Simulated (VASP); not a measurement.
# C (P6_3/mmc) in VASP: notebook

The runs below take C through single point, with r2SCAN.

Everything below comes from runs of VASP 6.6.1. Logs are shortened: lines on timing, memory, paths and dates and some standing lists are left out, and cuts for length are marked.

### Step 1. The cell of the first run

It takes space group P6_3/mmc (No. 194, hexagonal). The conventional cell has a = 2.503 Å, b = 2.503 Å, c = 4.169 Å, α = 90.00°, β = 90.00°, γ = 120.00°. Within 2.0 Å of C (site symmetry 3m) lie 4 C at 1.54 to 1.56 Å.

### Step 2. Single point, r2SCAN

Input file POSCAR:

```
C
1.0
    2.5032699062      0.0000000000      0.0000000000
   -1.2516349531      2.1678953313      0.0000000000
    0.0000000000      0.0000000000      4.1687214673
C
4
Direct
    0.3333333333      0.6666666667      0.0627304278
    0.6666666667      0.3333333333      0.5627304278
    0.3333333333      0.6666666667      0.4372695722
    0.6666666667      0.3333333333      0.9372695722
```

Input file INCAR.step1:

```
PREC = Accurate
ENCUT = 520
ISMEAR = -1
SIGMA = 0.05
LREAL = F
LASPH = T
NELM = 100
NBANDS = 16
GGA = PE
ALGO = Normal
EDIFF = 1E-4
LWAVE = T
LCHARG = F
```

Input file INCAR.step2:

```
PREC = Accurate
ENCUT = 520
EDIFF = 1E-7
ISMEAR = -1
SIGMA = 0.05
LREAL = F
LASPH = T
NELM = 100
ALGO = Normal
ISIF = 2
LWAVE = F
LCHARG = F
METAGGA = R2SCAN
LMIXTAU = T
NBANDS = 16
ISTART = 1
```

Input file KPOINTS:

```
Automatic mesh
0
Gamma
  8 8 4
```

Potentials or basis: VASP PAW PBE potentials, release 64 (C).

Started as:

```sh
> cat potpaw_PBE.64/C/POTCAR > POTCAR
> cp INCAR.step1 INCAR
> mpirun -np 1 vasp_std > vasp.out
> cp INCAR.step2 INCAR
> mpirun -np 1 vasp_std > vasp.out
```

OUTCAR:

```text
PREC = Accurate
   ENCUT = 520
   EDIFF = 1E-7
   ISMEAR = -1
   LREAL = F
   LASPH = T
   NELM = 100
   ISIF = 2
   METAGGA = R2SCAN
   ISTART = 1

 ion  position               nearest neighbor table
   1  0.333  0.667  0.063-   4 1.54   4 1.54   4 1.54   3 1.56
   2  0.667  0.333  0.563-   3 1.54   3 1.54   3 1.54   4 1.56
   3  0.333  0.667  0.437-   2 1.54   2 1.54   2 1.54   1 1.56
   4  0.667  0.333  0.937-   1 1.54   1 1.54   1 1.54   2 1.56

  LATTYP: Found a hexagonal cell.
 ALAT       =     2.5032699062
 C/A-ratio  =     1.6653104234

  Lattice vectors:

 A1 = (   2.5032699062,   0.0000000000,   0.0000000000)
 A2 = (  -1.2516349531,   2.1678953313,   0.0000000000)
 A3 = (   0.0000000000,   0.0000000000,   4.1687214673)

Analysis of symmetry for initial positions (statically):
=====================================================================
 Subroutine PRICEL returns:
 Original cell was already a primitive cell.

 Routine SETGRP: Setting up the symmetry group for a
 hexagonal supercell.

 Subroutine GETGRP returns: Found 24 space group operations
 (whereof 12 operations were pure point group operations)
 out of a pool of 24 trial point group operations.

The static configuration has the point symmetry D_3d.
 The point group associated with its full space group is D_6h.

Analysis of symmetry for dynamics (positions and initial velocities):
=====================================================================
 Subroutine PRICEL returns:
 Original cell was already a primitive cell.

 Routine SETGRP: Setting up the symmetry group for a
 hexagonal supercell.

 Subroutine GETGRP returns: Found 24 space group operations
 (whereof 12 operations were pure point group operations)
 out of a pool of 24 trial point group operations.

The dynamic configuration has the point symmetry D_3d.
 The point group associated with its full space group is D_6h.

 Subroutine INISYM returns: Found 24 space group operations
 (whereof 12 operations are pure point group operations),
 and found     1 'primitive' translations

----------------------------------------------------------------------------------------

                                     Primitive cell

  volume of cell :      22.6229

  direct lattice vectors                    reciprocal lattice vectors
     2.503269906  0.000000000  0.000000000     0.399477498  0.230638441  0.000000000
    -1.251634953  2.167895331  0.000000000     0.000000000  0.461276882  0.000000000
     0.000000000  0.000000000  4.168721467     0.000000000  0.000000000  0.239881702

  length of vectors
     2.503269906  2.503269906  4.168721467     0.461276882  0.461276882  0.239881702

  position of ions in fractional coordinates (direct lattice)
     0.333333333  0.666666667  0.062730428
     0.666666667  0.333333333  0.562730428
     0.333333333  0.666666667  0.437269572
     0.666666667  0.333333333  0.937269572

  ion indices of the primitive-cell ions
   primitive index   ion index
                 1           1
                 2           2
                 3           3
                 4           4

----------------------------------------------------------------------------------------

 KPOINTS: Automatic mesh

Automatic generation of k-mesh.
 Grid dimensions read from file:
 generate k-points for:    8    8    4

 Generating k-lattice:

  Cartesian coordinates                     Fractional coordinates (reciprocal lattice)
     0.049934687  0.028829805  0.000000000     0.125000000  0.000000000  0.000000000
     0.000000000  0.057659610  0.000000000     0.000000000  0.125000000  0.000000000
     0.000000000  0.000000000  0.059970425     0.000000000  0.000000000  0.250000000

  Length of vectors
     0.057659610  0.057659610  0.059970425

  Shift w.r.t. Gamma in fractional coordinates (k-lattice)
     0.000000000  0.000000000  0.000000000

 Subroutine IBZKPT returns following result:
 ===========================================

 Found     30 irreducible k-points:

 Following reciprocal coordinates:
            Coordinates               Weight
  0.000000  0.000000  0.000000      1.000000
  0.125000  0.000000  0.000000      6.000000
  0.250000  0.000000  0.000000      6.000000
  0.375000  0.000000  0.000000      6.000000
  0.500000  0.000000  0.000000      3.000000
  0.125000  0.125000  0.000000      6.000000
[... 16 lines left out ...]
  0.250000  0.000000  0.500000      6.000000
  0.375000  0.000000  0.500000      6.000000
 [... further k-points ...]
   k-points           NKPTS =     30   k-points in BZ     NKDIM =     30   number of bands    NBANDS=     16
   number of dos      NEDOS =    301   number of ions     NIONS =      4
   total plane-waves  NPLWV =  12800
   dimension x,y,z NGX =    20 NGY =   20 NGZ =   32
   dimension x,y,z NGXF=    40 NGYF=   40 NGZF=   64
   ions per type =               4
   NGX,Y,Z   is equivalent  to a cutoff of  13.28, 13.28, 12.76 a.u.
   NGXF,Y,Z  is equivalent  to a cutoff of  26.56, 26.56, 25.52 a.u.
 SYSTEM =  unknown system
   PREC   = accura    normal or accurate (medium, high low for compatibility)
   ISTART =      1    job   : 0-new  1-cont  2-samecut
   ICHARG =      0    charge: 1-file 2-atom 10-const
   ISPIN  =      1    spin polarized calculation?
   LNONCOLLINEAR =      F non collinear calculations
   LSORBIT =      F    spin-orbit coupling
   LASPH  =      T    aspherical Exc in radial PAW
   ENCUT  =  520.0 eV  38.22 Ry    6.18 a.u.   4.65  4.65  7.75*2*pi/ulx,y,z
   NELM   =    100;   NELMIN=  2; NELMDL=  0     # of ELM steps
   EDIFF  = 0.1E-06   stopping-criterion for ELM
   LREAL  =      F    real-space projection
   EDIFFG = 0.1E-05   stopping-criterion for IOM
   NSW    =      0    number of steps for IOM
   IBRION =     -1    ionic relax: 0-MD 1-quasi-New 2-CG
   NFREE  =      0    steps in history (QN), initial steepest desc. (CG)
   ISIF   =      2    stress and relaxation
   ISYM   =      2    0-nonsym 1-usesym 2-fastsym
   POTIM  = 0.5000    time-step for ionic-motion
   TEBEG  =    0.0;   TEEND  =   0.0 temperature during run
   PSTRESS=    0.0 pullay stress
   NELECT =      16.0000    total number of electrons
   NUPDOWN=      -1.0000    fix difference up-down
   EMIN   =  10.00;   EMAX   =-10.00  energy-range for DOS
   EFERMI =   0.00;   METHOD = LEGACY
   ISMEAR =    -1;   SIGMA  =   0.05  broadening in eV -4-tet -1-fermi 0-gaus
   EFERMI_NEDOS =   21; number of points for ismear=-14 and -15
   IALGO  =     38    algorithm
   IMIX   =      4    mixing-type and parameters
     AMIX     =   0.40;   BMIX     =  1.00
     AMIX_MAG =   1.60;   BMIX_MAG =  1.00
  volume/ion in A,a.u.               =       5.66        38.17
  Fermi-wavevector in a.u.,A,eV,Ry     =   1.458585  2.756327 28.946006  2.127471
  Thomas-Fermi vector in A             =   2.575253
   LORBIT       =      0    0 simple, 1 ext, 2 COOP (PROOUT), +10 PAW based schemes
   METAGGA = R2SCAN    functional components
   LHFCALC =     F    Hartree Fock is set to
   AEXX    =    0.0000 exact exchange contribution
   IVDW    =     0    specifies the selected vdW correction
   LEPSILON=     F    determine dielectric tensor
   LRPA    =     F    only Hartree local field effects (RPA)
 non-spin polarized calculation
  energy-cutoff  :      520.00
  volume of cell :       22.62
 maximum number of plane-waves:       624
 NGX is ok and might be reduce to    20
   NGX =  9   NGY =  9   NGZ = 15

 number of electron      16.0000000 magnetization

 Free energy of the ion-electron system (eV)
  ---------------------------------------------------
  ext. energy  EPLUGINS =         0.00000000
  ---------------------------------------------------
  free energy    TOTEN  =       -39.20359837 eV

  energy without entropy =      -39.20359837  energy(sigma->0) =      -39.20359837

 E-fermi :  11.1018     XC(G=0): -14.2669

 val. band max:       10.0568313209   @ k =   0.0000   0.0000   0.0000
 cond. band min:      13.9959818861   @ k =   0.3750   0.2500   0.0000
 fundamental gap:      3.9391505651
 Fermi energy:        11.1017930403

 k-point     1 :       0.0000    0.0000    0.0000
  band No.  band energies     occupation
      1     -13.0025      2.00000
      2      -7.2563      2.00000
      3      -4.3366      2.00000
      4       6.7782      2.00000
      5       6.7782      2.00000
      6       9.5584      2.00000
[... 8 lines left out ...]
     15      24.7151      0.00000
     16      28.9591      0.00000

 k-point     2 :       0.1250    0.0000    0.0000
  band No.  band energies     occupation
      1     -12.5962      2.00000
      2      -6.8856      2.00000
      3      -3.9679      2.00000
      4       4.8860      2.00000
      5       6.0056      2.00000
      6       8.4277      2.00000
[... 8 lines left out ...]
     15      25.2709      0.00000
     16      27.0959      0.00000

 k-point     3 :       0.2500    0.0000    0.0000
  band No.  band energies     occupation
      1     -11.3899      2.00000
      2      -5.7828      2.00000
      3      -2.9598      2.00000
      4       1.2434      2.00000
      5       4.6214      2.00000
      6       5.1898      2.00000
[... 8 lines left out ...]
     15      25.6351      0.00000
     16      26.4232      0.00000

 k-point     4 :       0.3750    0.0000    0.0000
  band No.  band energies     occupation
      1      -9.4473      2.00000
      2      -3.9934      2.00000
      3      -3.1887      2.00000
      4      -0.6773      2.00000
      5       1.8090      2.00000
      6       3.5799      2.00000
[... 8 lines left out ...]
     15      26.6593      0.00000
     16      28.3847      0.00000

 k-point     5 :       0.5000    0.0000    0.0000
  band No.  band energies     occupation
      1      -7.5548      2.00000
      2      -5.5095      2.00000
      3      -2.1494      2.00000
      4      -0.6046      2.00000
      5       0.2914      2.00000
      6       3.2082      2.00000
[... 8 lines left out ...]
     15      27.7040      0.00000
     16      29.5835      0.00000

 k-point     6 :       0.1250    0.1250    0.0000
  band No.  band energies     occupation
      1     -11.7895      2.00000
      2      -6.1487      2.00000
      3      -3.2702      2.00000
      4       2.6413      2.00000
      5       4.3200      2.00000
      6       6.4118      2.00000
[... 8 lines left out ...]
     15      26.0151      0.00000
     16      26.4430      0.00000
[... 267 lines left out ...]
 k-point    21 :       0.0000    0.0000    0.5000
  band No.  band energies     occupation
      1     -11.2525      2.00000
      2     -11.2525      2.00000
      3       2.5717      2.00000
      4       2.5717      2.00000
      5       8.0870      2.00000
      6       8.0870      2.00000
[... 8 lines left out ...]
     15      26.3081      0.00000
     16      26.3081      0.00000

 k-point    22 :       0.1250    0.0000    0.5000
  band No.  band energies     occupation
      1     -10.8526      2.00000
      2     -10.8526      2.00000
      3       2.7673      2.00000
      4       2.7673      2.00000
      5       6.3140      2.00000
      6       6.3140      2.00000
[... 8 lines left out ...]
     15      25.7736      0.00000
     16      25.7736      0.00000

 k-point    23 :       0.2500    0.0000    0.5000
  band No.  band energies     occupation
      1      -9.6669      2.00000
      2      -9.6669      2.00000
      3       2.1293      2.00000
      4       2.1293      2.00000
      5       4.0246      2.00000
      6       4.0246      2.00000
[... 8 lines left out ...]
     15      25.5064      0.00000
     16      25.5064      0.00000

 k-point    24 :       0.3750    0.0000    0.5000
  band No.  band energies     occupation
      1      -7.7677      2.00000
      2      -7.7677      2.00000
      3      -1.2775      2.00000
      4      -1.2775      2.00000
      5       4.5619      2.00000
      6       4.5619      2.00000
[... 8 lines left out ...]
     15      26.6057      0.00000
     16      26.6057      0.00000

 [... further k-points ...]
[... 5 lines left out ...]
  --------------------------------------------------------------------------------------
  -------------------------------------------------------------------------------------
  Total        0.1601976      0.1601976      0.1502123     -0.0000000      0.0000000      0.0000000
  in kB       11.3453474     11.3453474     10.6381778     -0.0000000      0.0000000      0.0000000
  external PRESSURE =      11.1096242 kB  Pullay stress =       0.0000000 kB

 VOLUME and BASIS-vectors are now :
 -----------------------------------------------------------------------------
  energy-cutoff  :      520.00
  volume of cell :       22.62
      direct lattice vectors                 reciprocal lattice vectors
     2.503269906  0.000000000  0.000000000     0.399477498  0.230638441  0.000000000
    -1.251634953  2.167895331  0.000000000     0.000000000  0.461276882  0.000000000
     0.000000000  0.000000000  4.168721467     0.000000000  0.000000000  0.239881702

 POSITION                                       TOTAL-FORCE (eV/Angst)
 -----------------------------------------------------------------------------------
     -0.00000      1.44526      0.26151         0.000000     -0.000000      0.009317
      1.25163      0.72263      2.34587        -0.000000      0.000000      0.009317
     -0.00000      1.44526      1.82286         0.000000     -0.000000     -0.009317
      1.25163      0.72263      3.90722        -0.000000      0.000000     -0.009317
 -----------------------------------------------------------------------------------
    total drift:                               -0.000000      0.000000      0.000000

  FREE ENERGIE OF THE ION-ELECTRON SYSTEM (eV)
  ---------------------------------------------------
  free  energy   TOTEN  =       -39.2035983694 eV

  energy  without entropy=      -39.2035983694  energy(sigma->0) =      -39.20359837
```

Wall time 25 s (1 thread of Intel Xeon 6975P-C (Granite Rapids), shared host); peak memory 0.13 GiB.

Results:

```
Free energy            : -39.2036 eV
Pressure               : 1.1 GPa
Largest force          : 0.009 eV/Å
Band gap on the k mesh : 3.94 eV, indirect (least direct gap 5.19 eV)
```

Forces in eV/Å, atoms in the order of the input:
```
C    0.000  0.000  0.009
C    0.000  0.000  0.009
C    0.000  0.000 -0.009
C    0.000  0.000 -0.009
```

Caveat: the PAW data sets were made with another functional, which shifts forces and pressure a little.

### Step 3. Single point, r2SCAN (volume scaled by 0.88)

Input file POSCAR:

```
C
1.0
    2.3988434273      0.0000000000      0.0000000000
   -1.1994217136      2.0774593477      0.0000000000
    0.0000000000      0.0000000000      3.9948189634
C
4
Direct
    0.3333333333      0.6666666667      0.0627304278
    0.6666666667      0.3333333333      0.5627304278
    0.3333333333      0.6666666667      0.4372695722
    0.6666666667      0.3333333333      0.9372695722
```

Input file INCAR.step1:

```
SYSTEM = C
ALGO = Normal
EDIFF = 1E-4
ENCUT = 520
GGA = PE
ISMEAR = -1
LASPH = .True.
LCHARG = .False.
LREAL = .False.
LWAVE = .True.
NBANDS = 16
NELM = 60
PREC = Accurate
SIGMA = 0.05
```

Input file INCAR.step2:

```
SYSTEM = C
ALGO = Normal
EDIFF = 1E-7
ENCUT = 520
ISIF = 2
ISMEAR = -1
ISTART = 1
LASPH = .True.
LCHARG = .False.
LMIXTAU = .True.
LREAL = .False.
LWAVE = .False.
METAGGA = R2SCAN
NBANDS = 16
NELM = 60
PREC = Accurate
SIGMA = 0.05
```

Input file KPOINTS:

```
k-points
0
Gamma
  12 12 7
  0 0 0
```

Potentials or basis: VASP PAW PBE potentials, release 64 (C).

Started as:

```sh
> cat potpaw_PBE.64/C/POTCAR > POTCAR
> cp INCAR.step1 INCAR
> mpirun -np 1 vasp_std > vasp.out
> cp INCAR.step2 INCAR
> mpirun -np 1 vasp_std > vasp.out
```

OUTCAR:

```text
SYSTEM = C
   EDIFF = 1E-7
   ENCUT = 520
   ISIF = 2
   ISMEAR = -1
   ISTART = 1
   LASPH = .True.
   LREAL = .False.
   METAGGA = R2SCAN
   NELM = 60
   PREC = Accurate

 ion  position               nearest neighbor table
   1  0.333  0.667  0.063-   4 1.47   4 1.47   4 1.47   3 1.50
   2  0.667  0.333  0.563-   3 1.47   3 1.47   3 1.47   4 1.50
   3  0.333  0.667  0.437-   2 1.47   2 1.47   2 1.47   1 1.50
   4  0.667  0.333  0.937-   1 1.47   1 1.47   1 1.47   2 1.50

  LATTYP: Found a hexagonal cell.
 ALAT       =     2.3988434273
[... 656 lines left out ...]
  Direction    XX          YY          ZZ          XY          YZ          ZX
  --------------------------------------------------------------------------------------
  -------------------------------------------------------------------------------------
  Total        9.2050372      9.2050372      9.3685645      0.0000000      0.0000000      0.0000000
  in kB      740.8061712    740.8061712    753.9665754      0.0000000      0.0000000      0.0000000
  external PRESSURE =     745.1929726 kB  Pullay stress =       0.0000000 kB

 VOLUME and BASIS-vectors are now :
 -----------------------------------------------------------------------------
  energy-cutoff  :      520.00
  volume of cell :       19.91
      direct lattice vectors                 reciprocal lattice vectors
     2.398843427  0.000000000  0.000000000     0.416867557  0.240678596  0.000000000
    -1.199421714  2.077459348  0.000000000     0.000000000  0.481357193  0.000000000
     0.000000000  0.000000000  3.994818963     0.000000000  0.000000000  0.250324235

 POSITION                                       TOTAL-FORCE (eV/Angst)
 -----------------------------------------------------------------------------------
     -0.00000      1.38497      0.25060         0.000000     -0.000000      0.189100
      1.19942      0.69249      2.24801         0.000000      0.000000      0.189100
     -0.00000      1.38497      1.74681         0.000000     -0.000000     -0.189100
      1.19942      0.69249      3.74422        -0.000000      0.000000     -0.189100
 -----------------------------------------------------------------------------------
    total drift:                               -0.000000      0.000000      0.000000

  FREE ENERGIE OF THE ION-ELECTRON SYSTEM (eV)
  ---------------------------------------------------
  free  energy   TOTEN  =       -38.6164834335 eV

  energy  without entropy=      -38.6164834335  energy(sigma->0) =      -38.61648343
```

OUTCAR.step1:

```text
SYSTEM = C
   EDIFF = 1E-4
   ENCUT = 520
   GGA = PE
   ISMEAR = -1
   LASPH = .True.
[... 687 lines left out ...]
      1.19942      0.69249      2.24801        -0.000000      0.000000      0.192765
     -0.00000      1.38497      1.74681         0.000000     -0.000000     -0.192765
      1.19942      0.69249      3.74422         0.000000      0.000000     -0.192765
 -----------------------------------------------------------------------------------
    total drift:                               -0.000000      0.000000      0.000000

  FREE ENERGIE OF THE ION-ELECTRON SYSTEM (eV)
  ---------------------------------------------------
  free  energy   TOTEN  =       -35.6227202669 eV

  energy  without entropy=      -35.6227202668  energy(sigma->0) =      -35.62272027
```

Wall time 34 s (1 thread of Intel Xeon 6975P-C (Granite Rapids), shared host); peak memory 0.13 GiB.

Results:

```
Free energy            : -38.6165 eV
Pressure               : 74.5 GPa
Largest force          : 0.189 eV/Å
Band gap on the k mesh : 3.09 eV, indirect (least direct gap 5.39 eV)
```

Forces in eV/Å, atoms in the order of the input:
```
C    0.000  0.000  0.189
C    0.000  0.000  0.189
C    0.000  0.000 -0.189
C    0.000  0.000 -0.189
```

Caveat: the PAW data sets were made with another functional, which shifts forces and pressure a little.
